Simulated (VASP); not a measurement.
A run of VASP 6.6.1 is set up as follows.

Contents of INCAR:

```
SYSTEM = Al2H
PREC = Accurate
ENCUT = 600
EDIFF = 1E-6
ISMEAR = 0
SIGMA = 0.1
LREAL = .FALSE.
LASPH = .TRUE.
NELM = 80
ALGO = Normal
ISIF = 3
LWAVE = .FALSE.
LCHARG = .FALSE.
GGA = PE
IBRION = 2
NSW = 100
EDIFFG = -0.01
```

The input KPOINTS:

```
regular mesh
0
G
  10 10 10
  0 0 0
```

File POSCAR:

```
Al2H
1.0
   -2.7706343365      2.7706343365      2.3464678479
    2.7706343365     -2.7706343365      2.3464678479
    2.7706343365      2.7706343365     -2.3464678479
Al H
4 2
Direct
    0.6680997333      0.1680997333      0.8361994667
    0.1680997333      0.3319002667      0.5000000000
    0.3319002667      0.8319002667      0.1638005333
    0.8319002667      0.6680997333      0.5000000000
    0.2500000000      0.2500000000      0.0000000000
    0.7500000000      0.7500000000      0.0000000000
```

Potentials or basis: VASP PAW PBE potentials, release 64 (Al, H).

The run is started by

```bash
$ cat potpaw_PBE.64/Al/POTCAR potpaw_PBE.64/H/POTCAR > POTCAR
$ mpirun -np 1 vasp_std > vasp.out
```

Question: Predict the band gap on the k mesh.

Answer: Zero (band 7 reaches 9.10 eV, above the bottom of band 8 at 6.34 eV).

The path:
```tsv
step	energy change (eV)	largest force (eV/Å)	pressure (GPa)	volume (Å³)
1	0.0000	0.0195	0.15	72.05
2	-0.0005	0.0003	0.01	72.16
3	-0.0006	0.0169	-0.11	72.27
4	-0.0008	0.0160	-0.04	72.20
5	-0.0011	0.0136	0.15	72.00
6	-0.0011	0.0124	0.24	71.91
7	-0.0012	0.0108	0.22	71.93
8	-0.0015	0.0060	0.14	72.00
9	-0.0020	0.0023	-0.01	72.12
10	-0.0024	0.0185	-0.28	72.35
11	-0.0024	0.0100	-0.14	72.23
12	-0.0025	0.0143	-0.21	72.29
13	-0.0026	0.0136	-0.18	72.26
14	-0.0026	0.0135	-0.18	72.26
15	-0.0026	0.0108	-0.12	72.19
16	-0.0027	0.0052	0.03	72.06
```
